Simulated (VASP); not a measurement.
# InP: single point with HSE06

Crystal: InP.

```
In P
1.0
     0.00000    2.73141    2.73141
     2.73141    0.00000    2.73141
     2.73141    2.73141    0.00000
In P
1 1
Direct
  0.00000 0.00000 0.00000
  0.50000 0.50000 0.50000
```

| Property | Result |
| --- | --- |
| Program | VASP 6.6.1 |
| Task | single point |
| Functional | HSE06 |
| Potentials or basis | VASP PAW PBE potentials, release 64 (In_d, P) |
| Cutoff | 520 eV |
| k mesh | 6 × 6 × 6 |
| Occupations | fermi-dirac, width 0.05 eV |
| Spin | no spin polarisation |
| Dipole correction | no |
| Grid for exact exchange (PRECFOCK) | Normal |
| Further INCAR settings | ALGO = Normal; EDIFF = 1e-06; NBANDS = 16 |
| Share of exact exchange | 0.25 |
| Screening parameter | 0.2079 1/Å |

```json
{
 "Pressure": "1.2 GPa",
 "Band gap on the k mesh": "zero (bands 9 and 10 overlap by 2.65 eV)"
}
```

Levels at points of the mesh, in eV from the Fermi level:
| k point | band 6 | band 7 | band 8 | band 9 | band 10 | band 11 | band 12 | band 13 |
| --- | --- | --- | --- | --- | --- | --- | --- | --- |
| (0.00, 0.00, 0.00) | -13.75 | -0.35 | -0.35 | -0.35 | 1.50 | 7.89 | 7.89 | 7.89 |
| (0.50, 0.00, 0.00) | -11.33 | -7.58 | 0.17 | 0.17 | 3.11 | 4.04 | 4.04 | 6.56 |
| (0.50, 0.50, 0.00) | -9.99 | -5.81 | -2.76 | -2.76 | -2.30 | 4.31 | 11.48 | 11.48 |

Wall time 100 min on 1 thread of AMD EPYC 7571, on a shared host, peak memory 0.26 GiB.

Caveat: the PAW data sets were made with another functional, which shifts forces and pressure a little; spin-orbit coupling is left out, which moves the levels of the heavy elements.
